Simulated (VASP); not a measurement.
# Hf2As3 (P4/mbm) in VASP: notebook

Runs on Hf2As3. Level: PBE. Tasks: single point.

All numbers are computed with VASP 6.6.1; they aren't measurements. Logs are shortened: lines on timing, memory, paths and dates and some standing lists are left out, and cuts for length are marked.

### 1 The cell of the first run

The structure is tetragonal, space group P4/mbm (No. 127). The conventional cell has a = 7.367 Å, b = 7.367 Å, c = 3.580 Å, α = 90.00°, β = 90.00°, γ = 90.00°. Hf (site symmetry m2m) has 8 As at 2.76 to 2.84 Å and 3 Hf at 3.31 to 3.58 Å within 3.6 Å. Within 3.7 Å of As (site symmetry 4/m) lie 4 Hf at 2.77 Å and 10 As at 3.36 to 3.58 Å. As (site symmetry m2m) has 6 Hf at 2.76 to 2.84 Å and 7 As at 2.90 to 3.58 Å within 3.6 Å.

### 2 Single point, PBE

The input, INCAR:

```
SYSTEM = Hf2As3
ALGO = Normal
EDIFF = 1E-6
ENCUT = 520
GGA = PE
ISIF = 2
ISMEAR = 0
LASPH = .True.
LCHARG = .False.
LREAL = .False.
LWAVE = .False.
NBANDS = 46
NELM = 60
PREC = Accurate
SIGMA = 0.1
```

The input, KPOINTS:

```
k-points
0
Gamma
  2 2 4
  0 0 0
```

The input, POSCAR:

```
Hf2As3
1.0
    7.3670066109      0.0000000000      0.0000000000
    0.0000000000      7.3670066109      0.0000000000
    0.0000000000      0.0000000000      3.5798037319
Hf As
4 6
Direct
    0.3412699462      0.8412699462      0.0000000000
    0.1587300538      0.3412699462      0.0000000000
    0.6587300538      0.1587300538      0.0000000000
    0.8412699462      0.6587300538      0.0000000000
    0.0000000000      0.0000000000      0.0000000000
    0.5000000000      0.5000000000      0.0000000000
    0.1392635923      0.6392635923      0.5000000000
    0.3607364077      0.1392635923      0.5000000000
    0.8607364077      0.3607364077      0.5000000000
    0.6392635923      0.8607364077      0.5000000000
```

Potentials or basis: VASP PAW PBE potentials, release 64 (Hf_pv, As).

Command:

```console
> cat potpaw_PBE.64/Hf_pv/POTCAR potpaw_PBE.64/As/POTCAR > POTCAR
> mpirun -np 1 vasp_std > vasp.out
```

OUTCAR:

```text
SYSTEM = Hf2As3
   EDIFF = 1E-6
   ENCUT = 520
   GGA = PE
   ISIF = 2
   ISMEAR = 0
   LASPH = .True.
   LREAL = .False.
   NELM = 60
   PREC = Accurate

 ion  position               nearest neighbor table
   1  0.341  0.841  0.000-   7 2.76   7 2.76   5 2.77   6 2.77  10 2.84   8 2.84   8 2.84  10 2.84
                             3 3.31
   2  0.159  0.341  0.000-   8 2.76   8 2.76   5 2.77   6 2.77   9 2.84   7 2.84   7 2.84   9 2.84
                             4 3.31
   3  0.659  0.159  0.000-   9 2.76   9 2.76   5 2.77   6 2.77  10 2.84   8 2.84   8 2.84  10 2.84
                             1 3.31
   4  0.841  0.659  0.000-  10 2.76  10 2.76   5 2.77   6 2.77   7 2.84   7 2.84   9 2.84   9 2.84
                             2 3.31
   5  0.000  0.000  0.000-   1 2.77   2 2.77   3 2.77   4 2.77
   6  0.500  0.500  0.000-   1 2.77   2 2.77   3 2.77   4 2.77
   7  0.139  0.639  0.500-   1 2.76   1 2.76   4 2.84   2 2.84   2 2.84   4 2.84   9 2.90
   8  0.361  0.139  0.500-   2 2.76   2 2.76   3 2.84   1 2.84   1 2.84   3 2.84  10 2.90
   9  0.861  0.361  0.500-   3 2.76   3 2.76   4 2.84   2 2.84   2 2.84   4 2.84   7 2.90
  10  0.639  0.861  0.500-   4 2.76   4 2.76   1 2.84   1 2.84   3 2.84   3 2.84   8 2.90

  LATTYP: Found a simple tetragonal cell.
 ALAT       =     7.3670066109
 C/A-ratio  =     0.4859237844

  Lattice vectors:

 A1 = (   7.3670066109,   0.0000000000,   0.0000000000)
 A2 = (   0.0000000000,   7.3670066109,   0.0000000000)
 A3 = (   0.0000000000,   0.0000000000,   3.5798037319)

Analysis of symmetry for initial positions (statically):
=====================================================================
 Subroutine PRICEL returns:
 Original cell was already a primitive cell.

 Routine SETGRP: Setting up the symmetry group for a
 simple tetragonal supercell.

 Subroutine GETGRP returns: Found 16 space group operations
 (whereof  8 operations were pure point group operations)
 out of a pool of 16 trial point group operations.

The static configuration has the point symmetry C_4h.
 The point group associated with its full space group is D_4h.

Analysis of symmetry for dynamics (positions and initial velocities):
=====================================================================
 Subroutine PRICEL returns:
 Original cell was already a primitive cell.

 Routine SETGRP: Setting up the symmetry group for a
 simple tetragonal supercell.

 Subroutine GETGRP returns: Found 16 space group operations
 (whereof  8 operations were pure point group operations)
 out of a pool of 16 trial point group operations.

The dynamic configuration has the point symmetry C_4h.
 The point group associated with its full space group is D_4h.

 Subroutine INISYM returns: Found 16 space group operations
 (whereof  8 operations are pure point group operations),
 and found     1 'primitive' translations

----------------------------------------------------------------------------------------

                                     Primitive cell

  volume of cell :     194.2859

  direct lattice vectors                    reciprocal lattice vectors
     7.367006611  0.000000000  0.000000000     0.135740342  0.000000000  0.000000000
     0.000000000  7.367006611  0.000000000     0.000000000  0.135740342  0.000000000
     0.000000000  0.000000000  3.579803732     0.000000000  0.000000000  0.279344924

  length of vectors
     7.367006611  7.367006611  3.579803732     0.135740342  0.135740342  0.279344924

  position of ions in fractional coordinates (direct lattice)
     0.341269946  0.841269946  0.000000000
     0.158730054  0.341269946  0.000000000
     0.658730054  0.158730054  0.000000000
     0.841269946  0.658730054  0.000000000
     0.000000000  0.000000000  0.000000000
     0.500000000  0.500000000  0.000000000
     0.139263592  0.639263592  0.500000000
     0.360736408  0.139263592  0.500000000
     0.860736408  0.360736408  0.500000000
     0.639263592  0.860736408  0.500000000

  ion indices of the primitive-cell ions
   primitive index   ion index
                 1           1
                 2           2
                 3           3
                 4           4
                 5           5
                 6           6
                 7           7
                 8           8
                 9           9
                10          10

----------------------------------------------------------------------------------------

 KPOINTS: k-points

Automatic generation of k-mesh.
 Grid dimensions read from file:
 generate k-points for:    2    2    4

 Generating k-lattice:

  Cartesian coordinates                     Fractional coordinates (reciprocal lattice)
     0.067870171  0.000000000  0.000000000     0.500000000  0.000000000  0.000000000
     0.000000000  0.067870171  0.000000000     0.000000000  0.500000000  0.000000000
     0.000000000  0.000000000  0.069836231     0.000000000  0.000000000  0.250000000

  Length of vectors
     0.067870171  0.067870171  0.069836231

  Shift w.r.t. Gamma in fractional coordinates (k-lattice)
     0.000000000  0.000000000  0.000000000

 Subroutine IBZKPT returns following result:
 ===========================================

 Found      9 irreducible k-points:

 Following reciprocal coordinates:
            Coordinates               Weight
  0.000000  0.000000  0.000000      1.000000
  0.500000  0.000000  0.000000      2.000000
  0.500000  0.500000  0.000000      1.000000
  0.000000  0.000000  0.250000      2.000000
  0.500000  0.000000  0.250000      4.000000
  0.500000  0.500000  0.250000      2.000000
  0.000000  0.000000  0.500000      1.000000
  0.500000  0.000000  0.500000      2.000000
  0.500000  0.500000  0.500000      1.000000
   k-points           NKPTS =      9   k-points in BZ     NKDIM =      9   number of bands    NBANDS=     46
   number of dos      NEDOS =    301   number of ions     NIONS =     10
   total plane-waves  NPLWV =  87808
   dimension x,y,z NGX =    56 NGY =   56 NGZ =   28
   dimension x,y,z NGXF=   112 NGYF=  112 NGZF=   56
   ions per type =               4   6
   NGX,Y,Z   is equivalent  to a cutoff of  12.64, 12.64, 13.00 a.u.
   NGXF,Y,Z  is equivalent  to a cutoff of  25.27, 25.27, 26.01 a.u.
 SYSTEM =  Hf2As3
   PREC   = accura    normal or accurate (medium, high low for compatibility)
   ISTART =      0    job   : 0-new  1-cont  2-samecut
   ICHARG =      2    charge: 1-file 2-atom 10-const
   ISPIN  =      1    spin polarized calculation?
   LNONCOLLINEAR =      F non collinear calculations
   LSORBIT =      F    spin-orbit coupling
   LASPH  =      T    aspherical Exc in radial PAW
   ENCUT  =  520.0 eV  38.22 Ry    6.18 a.u.  13.70 13.70  6.66*2*pi/ulx,y,z
   NELM   =     60;   NELMIN=  2; NELMDL= -5     # of ELM steps
   EDIFF  = 0.1E-05   stopping-criterion for ELM
   LREAL  =      F    real-space projection
   EDIFFG = 0.1E-04   stopping-criterion for IOM
   NSW    =      0    number of steps for IOM
   IBRION =     -1    ionic relax: 0-MD 1-quasi-New 2-CG
   NFREE  =      0    steps in history (QN), initial steepest desc. (CG)
   ISIF   =      2    stress and relaxation
   ISYM   =      2    0-nonsym 1-usesym 2-fastsym
   POTIM  = 0.5000    time-step for ionic-motion
   TEBEG  =    0.0;   TEEND  =   0.0 temperature during run
   PSTRESS=    0.0 pullay stress
   NELECT =      70.0000    total number of electrons
   NUPDOWN=      -1.0000    fix difference up-down
   EMIN   =  10.00;   EMAX   =-10.00  energy-range for DOS
   EFERMI =   0.00;   METHOD = LEGACY
   ISMEAR =     0;   SIGMA  =   0.10  broadening in eV -4-tet -1-fermi 0-gaus
   EFERMI_NEDOS =   21; number of points for ismear=-14 and -15
   IALGO  =     38    algorithm
   IMIX   =      4    mixing-type and parameters
     AMIX     =   0.40;   BMIX     =  1.00
     AMIX_MAG =   1.60;   BMIX_MAG =  1.00
  volume/ion in A,a.u.               =      19.43       131.11
  Fermi-wavevector in a.u.,A,eV,Ry     =   1.164914  2.201368 18.463430  1.357024
  Thomas-Fermi vector in A             =   2.301446
   LORBIT       =      0    0 simple, 1 ext, 2 COOP (PROOUT), +10 PAW based schemes
   GGA     = PE    functional components
   LHFCALC =     F    Hartree Fock is set to
   AEXX    =    0.0000 exact exchange contribution
   IVDW    =     0    specifies the selected vdW correction
   LEPSILON=     F    determine dielectric tensor
   LRPA    =     F    only Hartree local field effects (RPA)
 non-spin polarized calculation
 Gauss-broadening in eV      SIGMA  =   0.10
  energy-cutoff  :      520.00
  volume of cell :      194.29
 maximum number of plane-waves:      5269
 NGX is ok and might be reduce to    56
   NGX = 27   NGY = 27   NGZ = 13

 number of electron      70.0000006 magnetization

 Free energy of the ion-electron system (eV)
  ---------------------------------------------------
  ext. energy  EPLUGINS =         0.00000000
  ---------------------------------------------------
  free energy    TOTEN  =       -75.18502236 eV

  energy without entropy =      -75.16797848  energy(sigma->0) =      -75.17650042

 E-fermi :   5.8604     XC(G=0): -11.1062

 val. band max:        5.8292764758   @ k =   0.0000   0.0000   0.2500
 cond. band min:       5.9999168121   @ k =   0.5000   0.0000   0.2500
 fundamental gap:      0.1706403363
 Fermi energy:         5.8604343157

 k-point     1 :       0.0000    0.0000    0.0000
  band No.  band energies     occupation
      1     -25.2332      2.00000
      2     -25.1791      2.00000
      3     -25.1231      2.00000
      4     -25.1231      2.00000
      5     -25.1213      2.00000
      6     -25.0649      2.00000
[... 38 lines left out ...]
     45       8.5557      0.00000
     46       9.0287      0.00000
[... 351 lines left out ...]
      6     -25.0824      2.00000
[... 38 lines left out ...]
     45       9.5903      0.00000
     46       9.5903      0.00000

------------------------ aborting loop because EDIFF is reached ----------------------------------------

  FORCE on cell =-STRESS in cart. coord.  units (eV):
  Direction    XX          YY          ZZ          XY          YZ          ZX
  --------------------------------------------------------------------------------------
  -------------------------------------------------------------------------------------
  Total       -0.3558583     -0.3558583     -0.3046204      0.0000000      0.0000000      0.0000000
  in kB       -2.9345827     -2.9345827     -2.5120499      0.0000000      0.0000000      0.0000000
  external PRESSURE =      -2.7937385 kB  Pullay stress =       0.0000000 kB

 VOLUME and BASIS-vectors are now :
 -----------------------------------------------------------------------------
  energy-cutoff  :      520.00
  volume of cell :      194.29
      direct lattice vectors                 reciprocal lattice vectors
     7.367006611  0.000000000  0.000000000     0.135740342  0.000000000  0.000000000
     0.000000000  7.367006611  0.000000000     0.000000000  0.135740342  0.000000000
     0.000000000  0.000000000  3.579803732     0.000000000  0.000000000  0.279344924

 POSITION                                       TOTAL-FORCE (eV/Angst)
 -----------------------------------------------------------------------------------
      2.51414      6.19764      0.00000         0.004641      0.004641     -0.000000
      1.16937      2.51414      0.00000        -0.004641      0.004641     -0.000000
      4.85287      1.16937      0.00000        -0.004641     -0.004641     -0.000000
      6.19764      4.85287      0.00000         0.004641     -0.004641      0.000000
      0.00000      0.00000      0.00000         0.000000      0.000000     -0.000000
      3.68350      3.68350      0.00000         0.000000      0.000000     -0.000000
      1.02596      4.70946      1.78990         0.002223      0.002223     -0.000000
      2.65755      1.02596      1.78990        -0.002223      0.002223     -0.000000
      6.34105      2.65755      1.78990        -0.002223     -0.002223     -0.000000
      4.70946      6.34105      1.78990         0.002223     -0.002223      0.000000
 -----------------------------------------------------------------------------------
    total drift:                                0.000000      0.000000      0.000000

  FREE ENERGIE OF THE ION-ELECTRON SYSTEM (eV)
  ---------------------------------------------------
  free  energy   TOTEN  =       -75.1850223631 eV

  energy  without entropy=      -75.1679784836  energy(sigma->0) =      -75.17650042
```

It took 43 s on 1 thread of Intel Xeon 6975P-C (Granite Rapids), shared host; peak memory 0.3 GiB.

Results:

| Item | Value |
| --- | --- |
| Free energy | -75.1850 eV |
| Pressure | -0.3 GPa |
| Largest force | 0.007 eV/Å |
| Band gap on the k mesh | zero (band 35 reaches 6.67 eV, above the bottom of band 36 at 5.10 eV) |

Forces in eV/Å, atoms in the order of the input:
```
Hf   0.005  0.005  0.000
Hf  -0.005  0.005  0.000
Hf  -0.005 -0.005  0.000
Hf   0.005 -0.005  0.000
As   0.000  0.000  0.000
As   0.000  0.000  0.000
As   0.002  0.002  0.000
As  -0.002  0.002  0.000
As  -0.002 -0.002  0.000
As   0.002 -0.002  0.000
```

Caveat: the k points lie up to 0.44 Å⁻¹ apart; spin-orbit coupling is left out, which moves the levels of the heavy elements.

### 3 Single point, PBE

This run uses another cell than the first one, of 19.38 Å³/atom, 0.998 times its volume.

The input, INCAR:

```
PREC = Accurate ; ENCUT = 520
EDIFF = 1E-6 ; ISMEAR = 0
SIGMA = 0.1 ; LREAL = F
LASPH = T ; NELM = 60
ALGO = Normal ; ISIF = 2
LWAVE = F ; LCHARG = F
GGA = PE ; NBANDS = 46
```

The input, KPOINTS:

```
regular mesh
0
Gamma
  4 4 6
```

The input, POSCAR:

```
Hf2As3
1.0
    7.3612941309      0.0000000000      0.0000000000
    0.0000000000      7.3612941309      0.0000000000
    0.0000000000      0.0000000000      3.5772504245
Hf As
4 6
Direct
    0.3408246939      0.8408246939      0.0000000000
    0.1591753061      0.3408246939      0.0000000000
    0.6591753061      0.1591753061      0.0000000000
    0.8408246939      0.6591753061      0.0000000000
    0.0000000000      0.0000000000      0.0000000000
    0.5000000000      0.5000000000      0.0000000000
    0.1379773928      0.6379773928      0.5000000000
    0.3620226072      0.1379773928      0.5000000000
    0.8620226072      0.3620226072      0.5000000000
    0.6379773928      0.8620226072      0.5000000000
```

Potentials or basis: VASP PAW PBE potentials, release 64 (Hf_pv, As).

Command:

```console
> cat potpaw_PBE.64/Hf_pv/POTCAR potpaw_PBE.64/As/POTCAR > POTCAR
> mpirun -np 1 vasp_std > vasp.out
```

It took 1.8 min on 1 thread of Intel Xeon 6975P-C (Granite Rapids), shared host; peak memory 0.38 GiB.

It converged, with:

| Property | Result |
| --- | --- |
| Free energy | -75.1031 eV |
| Pressure | 0.0 GPa |
| Largest force | 0.039 eV/Å |
| Band gap on the k mesh | zero (band 35 reaches 6.67 eV, above the bottom of band 36 at 5.13 eV) |

Forces on the atoms (eV/Å):
```
Hf  -0.025 -0.025  0.000
Hf   0.025 -0.025  0.000
Hf   0.025  0.025  0.000
Hf  -0.025  0.025  0.000
As   0.000  0.000  0.000
As   0.000  0.000  0.000
As   0.027  0.027  0.000
As  -0.027  0.027  0.000
As  -0.027 -0.027  0.000
As   0.027 -0.027  0.000
```

Levels at points of the mesh, in eV from the Fermi level:
| k point | band 32 | band 33 | band 34 | band 35 | band 36 | band 37 | band 38 | band 39 |
| --- | --- | --- | --- | --- | --- | --- | --- | --- |
| (0.00, 0.00, 0.00) | -1.23 | -1.23 | -0.58 | -0.50 | 0.33 | 0.86 | 0.86 | 1.36 |
| (0.50, 0.00, 0.00) | -1.21 | -0.36 | -0.36 | 0.23 | 0.23 | 0.83 | 0.83 | 1.65 |
| (0.50, 0.50, 0.00) | -0.66 | -0.40 | -0.40 | 0.61 | 0.61 | 1.40 | 1.40 | 1.45 |
| (0.00, 0.00, 0.50) | -1.37 | -1.37 | -1.26 | -1.26 | -0.93 | 0.33 | 0.94 | 2.08 |
| (0.50, 0.00, 0.50) | -2.08 | -1.39 | -1.39 | -0.42 | -0.42 | 1.31 | 1.31 | 1.98 |
| (0.50, 0.50, 0.50) | -2.06 | -1.45 | -1.45 | -0.67 | -0.67 | 1.99 | 1.99 | 2.05 |

Caveat: spin-orbit coupling is left out, which moves the levels of the heavy elements.
